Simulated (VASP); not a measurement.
Cd4Se, 5 atoms in the cell. The structure is hexagonal, space group P-62m (No. 189). The conventional cell has a = 5.467 Å, b = 5.467 Å, c = 4.662 Å, α = 90.00°, β = 90.00°, γ = 120.00°. Cd (site symmetry m2m) has 2 Se at 2.66 to 2.81 Å and 8 Cd at 2.74 to 3.65 Å within 3.7 Å. Within 3.1 Å of Cd (site symmetry -62m) lie 2 Se at 2.33 Å. Se (site symmetry -62m) has 8 Cd at 2.33 to 2.81 Å within 3.1 Å. The cell was built from a structure type or drawn by symmetry, and may not be a known phase.

| Item | Value |
| --- | --- |
| Program | VASP 6.6.1 |
| Task | relaxation of cell and atoms |
| Functional | PBE |
| Potentials or basis | VASP PAW PBE potentials, release 64 (Cd, Se) |
| Cutoff | 500 eV |
| k mesh | 4 × 4 × 4 |
| Occupations | gaussian, width 0.2 eV |
| Spin | no spin polarisation |
| Dipole correction | no |
| Further INCAR settings | ALGO = Normal; EDIFF = 1e-07; IBRION = 2; EDIFFG = -0.08; NSW = 36; ISIF = 3 |

Potentials or basis: VASP PAW PBE potentials, release 64 (Cd, Se).

Run with:

```bash
$ cat potpaw_PBE.64/Cd/POTCAR potpaw_PBE.64/Se/POTCAR > POTCAR
$ mpirun -np 1 vasp_std > vasp.out
```

Hardware: 1 thread of AMD EPYC 7R13, with other jobs on the host.

Question: How long does it take, and how much memory?

Answer: Wall time 6.3 min on 1 thread of AMD EPYC 7R13, with other jobs on the host, peak memory 0.22 GiB. Counts: scf iterations 83, k points 12, ion steps 7.
